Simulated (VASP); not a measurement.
# Ba (Cmcm) in VASP: a series of runs

Ba is run at these levels: PBE; tasks: single point.

Program: VASP 6.6.1. These are calculated values, not measurements. Logs are shortened: lines on timing, memory, paths and dates and some standing lists are left out, and cuts for length are marked.

### 1 The cell of the first run

It takes space group Cmcm (No. 63, orthorhombic). The conventional cell has a = 7.184 Å, b = 5.034 Å, c = 7.190 Å, α = 90.00°, β = 90.00°, γ = 90.00°. Ba (site symmetry m2m) has 14 Ba at 4.37 to 5.08 Å within 5.7 Å.

### 2 Single point, PBE

INCAR reads:

```
PREC     = Accurate       # precision mode
ENCUT    = 520            # plane-wave cutoff, eV
EDIFF    = 1E-6           # SCF threshold, eV
ISMEAR   = 0              # smearing method
SIGMA    = 0.05           # smearing width, eV
LREAL    = F              # projectors in reciprocal space
LASPH    = T              # aspherical terms in the spheres
NELM     = 60             # most SCF steps
ALGO     = Fast           # electronic algorithm
ISIF     = 2              # what is computed and relaxed
LWAVE    = F              # write WAVECAR
LCHARG   = F              # write CHGCAR
GGA      = PE             # functional
NBANDS   = 17             # bands
```

KPOINTS reads:

```
regular mesh
0
Gamma
  8 8 6
```

POSCAR reads:

```
Ba
1.0
    3.5917737300     -2.5169042300      0.0000000000
    3.5917737300      2.5169042300      0.0000000000
    0.0000000000      0.0000000000      7.1900451800
Ba
2
Direct
    0.7467739700      0.2532260300      0.2500000000
    0.2532260300      0.7467739700      0.7500000000
```

Potentials or basis: VASP PAW PBE potentials, release 64 (Ba_sv).

Started as:

```sh
$ cat potpaw_PBE.64/Ba_sv/POTCAR > POTCAR
$ mpirun -np 1 vasp_std > vasp.out
```

OUTCAR:

```text
PREC = Accurate
   ENCUT = 520
   EDIFF = 1E-6
   ISMEAR = 0
   LREAL = F
   LASPH = T
   NELM = 60
   ISIF = 2
   GGA = PE

 ion  position               nearest neighbor table
   1  0.747  0.253  0.250-   2 4.37   2 4.37   2 4.41   2 4.41
   2  0.253  0.747  0.750-   1 4.37   1 4.37   1 4.41   1 4.41

  LATTYP: Found a base centered orthorhombic cell.
 ALAT       =     5.0338084600
 B/A-ratio  =     1.4270601508
 C/A-ratio  =     1.4283509667

  Lattice vectors:

 A1 = (  -3.5917737300,  -2.5169042300,   0.0000000000)
 A2 = (   3.5917737300,  -2.5169042300,   0.0000000000)
 A3 = (   0.0000000000,   0.0000000000,   7.1900451800)

Analysis of symmetry for initial positions (statically):
=====================================================================
 Subroutine PRICEL returns:
 Original cell was already a primitive cell.

 Routine SETGRP: Setting up the symmetry group for a
 base centered orthorhombic supercell.

 Subroutine GETGRP returns: Found  8 space group operations
 (whereof  4 operations were pure point group operations)
 out of a pool of  8 trial point group operations.

The static configuration has the point symmetry C_2h.
 The point group associated with its full space group is D_2h.

Analysis of symmetry for dynamics (positions and initial velocities):
=====================================================================
 Subroutine PRICEL returns:
 Original cell was already a primitive cell.

 Routine SETGRP: Setting up the symmetry group for a
 base centered orthorhombic supercell.

 Subroutine GETGRP returns: Found  8 space group operations
 (whereof  4 operations were pure point group operations)
 out of a pool of  8 trial point group operations.

The dynamic configuration has the point symmetry C_2h.
 The point group associated with its full space group is D_2h.

 Subroutine INISYM returns: Found  8 space group operations
 (whereof  4 operations are pure point group operations),
 and found     1 'primitive' translations

----------------------------------------------------------------------------------------

                                     Primitive cell

  volume of cell :     129.9982

  direct lattice vectors                    reciprocal lattice vectors
     3.591773730 -2.516904230  0.000000000     0.139206987 -0.198656744  0.000000000
     3.591773730  2.516904230  0.000000000     0.139206987  0.198656744  0.000000000
[... 80 lines left out ...]
   LNONCOLLINEAR =      F non collinear calculations
   LSORBIT =      F    spin-orbit coupling
   LASPH  =      T    aspherical Exc in radial PAW
   ENCUT  =  520.0 eV  38.22 Ry    6.18 a.u.   8.15  8.15 13.37*2*pi/ulx,y,z
   NELM   =     60;   NELMIN=  2; NELMDL= -5     # of ELM steps
   EDIFF  = 0.1E-05   stopping-criterion for ELM
   LREAL  =      F    real-space projection
   EDIFFG = 0.1E-04   stopping-criterion for IOM
   NSW    =      0    number of steps for IOM
   IBRION =     -1    ionic relax: 0-MD 1-quasi-New 2-CG
   NFREE  =      0    steps in history (QN), initial steepest desc. (CG)
   ISIF   =      2    stress and relaxation
   ISYM   =      2    0-nonsym 1-usesym 2-fastsym
   POTIM  = 0.5000    time-step for ionic-motion
   TEBEG  =    0.0;   TEEND  =   0.0 temperature during run
   PSTRESS=    0.0 pullay stress
   NELECT =      20.0000    total number of electrons
   NUPDOWN=      -1.0000    fix difference up-down
   EMIN   =  10.00;   EMAX   =-10.00  energy-range for DOS
   EFERMI =   0.00;   METHOD = LEGACY
   ISMEAR =     0;   SIGMA  =   0.05  broadening in eV -4-tet -1-fermi 0-gaus
   EFERMI_NEDOS =   21; number of points for ismear=-14 and -15
   IALGO  =     68    algorithm
   IMIX   =      4    mixing-type and parameters
     AMIX     =   0.40;   BMIX     =  1.00
     AMIX_MAG =   1.60;   BMIX_MAG =  1.00
  volume/ion in A,a.u.               =      65.00       438.64
  Fermi-wavevector in a.u.,A,eV,Ry     =   0.877214  1.657695 10.469752  0.769505
  Thomas-Fermi vector in A             =   1.997132
   LORBIT       =      0    0 simple, 1 ext, 2 COOP (PROOUT), +10 PAW based schemes
   GGA     = PE    functional components
   LHFCALC =     F    Hartree Fock is set to
   AEXX    =    0.0000 exact exchange contribution
   IVDW    =     0    specifies the selected vdW correction
   LEPSILON=     F    determine dielectric tensor
   LRPA    =     F    only Hartree local field effects (RPA)
 non-spin polarized calculation
 RMM-DIIS sequential band-by-band and
 Gauss-broadening in eV      SIGMA  =   0.05
  energy-cutoff  :      520.00
  volume of cell :      130.00
 maximum number of plane-waves:      3528
 NGX is ok and might be reduce to    36
   NGX = 17   NGY = 17   NGZ = 27

 number of electron      19.9999998 magnetization

 Free energy of the ion-electron system (eV)
  ---------------------------------------------------
  ext. energy  EPLUGINS =         0.00000000
  ---------------------------------------------------
  free energy    TOTEN  =        -3.81924769 eV

  energy without entropy =       -3.81725900  energy(sigma->0) =       -3.81825334

 E-fermi :   1.5239     XC(G=0):  -7.3099

 val. band max:        1.5192467351   @ k =   0.3750   0.2500   0.1667
 cond. band min:       1.5483538026   @ k =  -0.3750   0.3750   0.3333
 fundamental gap:      0.0291070675
 Fermi energy:         1.5239010172

 k-point     1 :       0.0000    0.0000    0.0000
  band No.  band energies     occupation
      1     -27.3953      2.00000
      2     -27.3579      2.00000
      3     -12.7752      2.00000
      4     -12.4926      2.00000
      5     -12.3627      2.00000
      6     -12.3622      2.00000
[... 457 lines left out ...]
      4     -12.5622      2.00000
      5     -12.5517      2.00000
      6     -12.4200      2.00000
[... 9 lines left out ...]
     16       4.3960      0.00000
     17       4.7317      0.00000

 [... further k-points ...]
[... 5 lines left out ...]
  --------------------------------------------------------------------------------------
  -------------------------------------------------------------------------------------
  Total       -0.2037200     -0.1916272     -0.1709960      0.0000000      0.0000000      0.0000000
  in kB       -2.5107706     -2.3617311     -2.1074597      0.0000000      0.0000000      0.0000000
  external PRESSURE =      -2.3266538 kB  Pullay stress =       0.0000000 kB

 VOLUME and BASIS-vectors are now :
 -----------------------------------------------------------------------------
  energy-cutoff  :      520.00
  volume of cell :      130.00
      direct lattice vectors                 reciprocal lattice vectors
     3.591773730 -2.516904230  0.000000000     0.139206987 -0.198656744  0.000000000
     3.591773730  2.516904230  0.000000000     0.139206987  0.198656744  0.000000000
     0.000000000  0.000000000  7.190045180     0.000000000  0.000000000  0.139081184

 POSITION                                       TOTAL-FORCE (eV/Angst)
 -----------------------------------------------------------------------------------
      3.59177     -1.24221      1.79751         0.000000     -0.021130      0.000000
      3.59177      1.24221      5.39253         0.000000      0.021130     -0.000000
 -----------------------------------------------------------------------------------
    total drift:                                0.000000     -0.000000     -0.000000

  FREE ENERGIE OF THE ION-ELECTRON SYSTEM (eV)
  ---------------------------------------------------
  free  energy   TOTEN  =        -3.8192476911 eV

  energy  without entropy=       -3.8172589962  energy(sigma->0) =       -3.81825334
```

OSZICAR:

```text
N       E                     dE             d eps       ncg     rms          rms(c)
DAV:   1     0.143313744344E+03    0.14331E+03   -0.81555E+03  2856   0.950E+02
DAV:   2     0.646222321777E+01   -0.13685E+03   -0.13359E+03  4175   0.194E+02
DAV:   3    -0.343760042143E+01   -0.98998E+01   -0.98348E+01  3848   0.550E+01
DAV:   4    -0.381439559909E+01   -0.37680E+00   -0.37670E+00  4544   0.773E+00
DAV:   5    -0.381652735914E+01   -0.21318E-02   -0.21316E-02  3871   0.683E-01    0.223E+00
RMM:   6    -0.381697994580E+01   -0.45259E-03   -0.50240E-03  3072   0.674E-01    0.134E+00
RMM:   7    -0.381871013663E+01   -0.17302E-02   -0.14779E-02  3180   0.125E+00    0.611E-02
RMM:   8    -0.381916961600E+01   -0.45948E-03   -0.17516E-03  3750   0.252E-01    0.285E-02
RMM:   9    -0.381923599417E+01   -0.66378E-04   -0.38021E-04  4261   0.667E-02    0.136E-02
RMM:  10    -0.381924603540E+01   -0.10041E-04   -0.69101E-05  4055   0.315E-02    0.727E-03
RMM:  11    -0.381924767480E+01   -0.16394E-05   -0.14417E-05  3534   0.113E-02    0.313E-03
RMM:  12    -0.381924769113E+01   -0.16323E-07   -0.37663E-06  3080   0.115E-02
   1 F= -.38192477E+01 E0= -.38182533E+01  d E =-.198869E-02
```

stdout:

```text
POSCAR found type information on POSCAR Ba
 POSCAR found :  1 types and       2 ions
 scaLAPACK will be used
 LDA part: xc-table for (Slater+PW92), standard interpolation
 POSCAR, INCAR and KPOINTS ok, starting setup
 FFT: planning ... GRIDC
 FFT: planning ... GRID_SOFT
 FFT: planning ... GRID
 WAVECAR not read
 entering main loop
WARNING in EDDRMM: call to ZHEGV failed, returncode =   8  4     12
WARNING in EDDRMM: call to ZHEGV failed, returncode =   8  4      9
WARNING in EDDRMM: call to ZHEGV failed, returncode =   6  3     12
```

It took 1.8 min on 1 thread of AMD EPYC 7R13 (Zen 3), shared host; peak memory 0.31 GiB.

Results:

```yaml
Free_energy: -3.8192 eV
Pressure: -0.2 GPa
Largest_force: 0.021 eV/Å
Band_gap_on_the_k_mesh: zero (band 10 reaches 2.03 eV, above the bottom of band 11 at 1.05 eV)
```

Forces in eV/Å, atoms in the order of the input:
```
Ba   0.000 -0.021  0.000
Ba   0.000  0.021  0.000
```

Levels at points of the mesh, in eV from the Fermi level:
| k point | band 7 | band 8 | band 9 | band 10 | band 11 | band 12 | band 13 | band 14 |
| --- | --- | --- | --- | --- | --- | --- | --- | --- |
| (0.00, 0.00, 0.00) | -13.89 | -13.88 | -2.71 | -0.86 | 0.75 | 1.16 | 1.78 | 1.83 |
| (0.50, 0.00, 0.00) | -13.93 | -13.93 | -0.44 | -0.42 | 0.47 | 0.51 | 0.86 | 0.87 |
| (0.50, 0.50, 0.00) | -14.02 | -13.88 | -0.85 | -0.49 | -0.47 | 0.76 | 1.16 | 3.08 |
| (0.00, 0.00, 0.50) | -13.89 | -13.89 | -1.74 | -1.74 | 1.15 | 1.15 | 1.21 | 1.21 |
| (0.50, 0.00, 0.50) | -13.89 | -13.89 | -0.85 | -0.85 | 0.70 | 0.70 | 1.19 | 1.19 |
| (0.50, 0.50, 0.50) | -14.03 | -14.03 | -0.20 | -0.20 | 0.18 | 0.18 | 1.81 | 1.81 |

Caveat: spin-orbit coupling is left out, which moves the levels of the heavy elements.

### 3 Single point, PBE

This run uses another cell than the first one, of 68.90 Å³/atom, 1.060 times its volume.

INCAR reads:

```
SYSTEM = Ba
ALGO = Fast
EDIFF = 1E-6
ENCUT = 520
GGA = PE
ISIF = 2
ISMEAR = 0
LASPH = .True.
LCHARG = .True.
LELF = .True.
LREAL = .False.
LVHAR = .True.
LWAVE = .False.
NBANDS = 17
NELM = 100
PREC = Accurate
SIGMA = 0.05
```

KPOINTS reads:

```
k-points
0
Gamma
  8 8 6
  0 0 0
```

POSCAR reads:

```
Ba
1.0
    3.6622185503     -2.5662678257      0.0000000000
    3.6622185503      2.5662678257      0.0000000000
    0.0000000000      0.0000000000      7.3310622593
Ba
2
Direct
    0.7467739700      0.2532260300      0.2500000000
    0.2532260300      0.7467739700      0.7500000000
```

Potentials or basis: VASP PAW PBE potentials, release 64 (Ba_sv).

Started as:

```sh
$ cat potpaw_PBE.64/Ba_sv/POTCAR > POTCAR
$ mpirun -np 1 vasp_std > vasp.out
```

It took 1.9 min on 1 thread of AMD EPYC 7R13 (Zen 3), shared host; peak memory 0.32 GiB.

The run converged. Its results:

```
Free energy            : -3.7972 eV
Pressure               : -0.7 GPa
Largest force          : 0.021 eV/Å
Band gap on the k mesh : zero (band 10 reaches 1.80 eV, above the bottom of band 11 at 0.94 eV)
```

Forces on the atoms (eV/Å):
```
Ba   0.000 -0.021  0.000
Ba   0.000  0.021  0.000
```

Levels at points of the mesh, in eV from the Fermi level:
```tsv
k point	band 8	band 9	band 10	band 11	band 12	band 13
(0.00, 0.00, 0.00)	-14.03	-2.69	-0.83	0.74	0.99	1.70
(0.50, 0.00, 0.00)	-14.06	-0.49	-0.46	0.44	0.48	0.81
(0.50, 0.50, 0.00)	-14.03	-0.83	-0.43	-0.41	0.74	1.00
(0.00, 0.00, 0.50)	-14.03	-1.76	-1.76	1.10	1.10	1.17
(0.50, 0.00, 0.50)	-14.03	-0.83	-0.83	0.69	0.69	1.02
(0.50, 0.50, 0.50)	-14.15	-0.19	-0.19	0.16	0.16	1.71
```

Caveat: spin-orbit coupling is left out, which moves the levels of the heavy elements.
